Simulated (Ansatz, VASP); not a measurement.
**Be in VASP and in Ansatz**

```xyz
4
Lattice="3.7468 0.0000 0.0000 0.0000 3.7468 0.0000 0.0000 0.0000 2.2813" Properties=species:S:1:pos:R:3 pbc="T T T"
Be    1.1844    0.9656    0.0237
Be    2.5817    2.7733    0.0320
Be    0.6761    2.8724    1.1221
Be    3.0514    0.8823    1.1035
```

Alike in both runs: task single point; functional LDA; k mesh 4 × 4 × 6; no spin polarisation.

|  | VASP | Ansatz |
| --- | --- | --- |
| version | VASP 6.6.1 | Ansatz 0.2.0 |
| potentials or method | VASP PAW LDA potentials, release 64 (Be), cutoff 600 eV | plane waves, PAW |
| occupations | fermi-dirac, width 0.1 eV | fermi-dirac |
| valence electrons in the cell | 8 | 8 |

|  | VASP | Ansatz | Ansatz less VASP |
| --- | --- | --- | --- |
| rms of the force components (eV/Å) | 0.246 | 0.245 | -0.0006 |

LDA's correlation is that of Perdew and Zunger in VASP and of Perdew and Wang (1992) in Ansatz. Atom by atom the forces differ by 0.001 eV/Å (rms over components).

The k mesh is coarse, so the values compare programs but aren't converged.
